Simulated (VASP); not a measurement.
A run of VASP 6.6.1:

POSCAR

```
LiF
1.0
    1.5111509288      0.8724633955      2.4676298465
   -1.5111509288      0.8724633955      2.4676298465
    0.0000000000     -1.7449267911      2.4676298465
Li F
1 1
Direct
    1.0412125151      1.0412125151      1.0412125151
    0.2912204849      0.2912204849      0.2912204849
```

Contents of INCAR.step1:

```
PREC = Accurate
ENCUT = 520
ISMEAR = -1
SIGMA = 0.03
LREAL = False
LASPH = True
NELM = 80
NBANDS = 12
GGA = PE
ALGO = Normal
EDIFF = 1E-4
LWAVE = True
LCHARG = False
```

The input INCAR.step2:

```
PREC = Accurate
ENCUT = 520
EDIFF = 1E-6
ISMEAR = -1
SIGMA = 0.03
LREAL = False
LASPH = True
NELM = 80
ALGO = Normal
ISIF = 2
LWAVE = False
LCHARG = False
METAGGA = R2SCAN
LMIXTAU = True
LUSE_VDW = True
IVDW_NL = 2
BPARAM = 11.95
CPARAM = 0.0093
NBANDS = 12
ISTART = 1
```

The input KPOINTS:

```
regular mesh
0
Gamma
  10 10 10
```

Potentials or basis: VASP PAW PBE potentials, release 64 (Li_sv, F).

Run with:

```console
$ cat potpaw_PBE.64/Li_sv/POTCAR potpaw_PBE.64/F/POTCAR > POTCAR
$ cp INCAR.step1 INCAR
$ mpirun -np 1 vasp_std > vasp.out
$ cp INCAR.step2 INCAR
$ mpirun -np 1 vasp_std > vasp.out
```

Hardware: 1 thread of Intel(R) Xeon(R) 6975P-C (Granite Rapids) (shared host).

**Question.** Estimate the wall time of this run.

**Answer.** Run time: 55 s on 1 thread of Intel(R) Xeon(R) 6975P-C (Granite Rapids), with other jobs on the host, peak memory 0.22 GiB. Counts: k points 116.
